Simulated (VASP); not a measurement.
PtSe: single point with PBE+U

PtSe:

```
CELL_PARAMETERS angstrom
0.00000 2.64494 2.64494
2.64494 0.00000 2.64494
2.64494 2.64494 0.00000
ATOMIC_POSITIONS crystal
Pt 0.50000 0.50000 0.50000
Se 0.00000 0.00000 0.00000
```

- Program: VASP 6.6.1
- Task: single point
- Functional: PBE
- Potentials or basis: VASP PAW PBE potentials, release 64 (Pt, Se)
- Cutoff: 520 eV
- k mesh: 8 × 8 × 8
- Occupations: fermi-dirac, width 0.05 eV
- Spin: no spin polarisation
- Hubbard terms: Pt d U = 2.0 eV
- Dipole correction: no
- Further INCAR settings: ALGO = Normal; EDIFF = 1e-07; NBANDS = 15

- Pressure: -1.7 GPa
- Band gap on the k mesh: zero (band 8 reaches 10.19 eV, above the bottom of band 9 at 5.82 eV)

Levels at points of the mesh, in eV from the Fermi level:
```csv
k point,band 5,band 6,band 7,band 8,band 9,band 10,band 11,band 12
"(0.00, 0.00, 0.00)",-3.29,-3.29,-1.39,-1.39,-1.39,1.45,9.93,11.33
"(0.50, 0.00, 0.00)",-2.59,-2.59,-2.05,2.80,2.80,3.41,6.36,6.36
"(0.50, 0.50, 0.00)",-3.07,-2.81,-2.30,-2.30,-1.34,0.19,8.32,11.53
```

Eigenvalues of the final occupation matrices:
| site | spin | trace | eigenvalues |
| --- | --- | --- | --- |
| site 1 d | 1 | 4.19 | 0.74 0.74 0.91 0.91 0.91 |
| site 1 d | 2 | 4.19 | 0.74 0.74 0.91 0.91 0.91 |

It took 32 s on 1 thread of Intel Xeon 8259CL, on a shared host, peak memory 0.16 GiB.

Caveat: spin-orbit coupling is left out, which moves the levels of the heavy elements; U without spin polarisation on a metal has little footing.
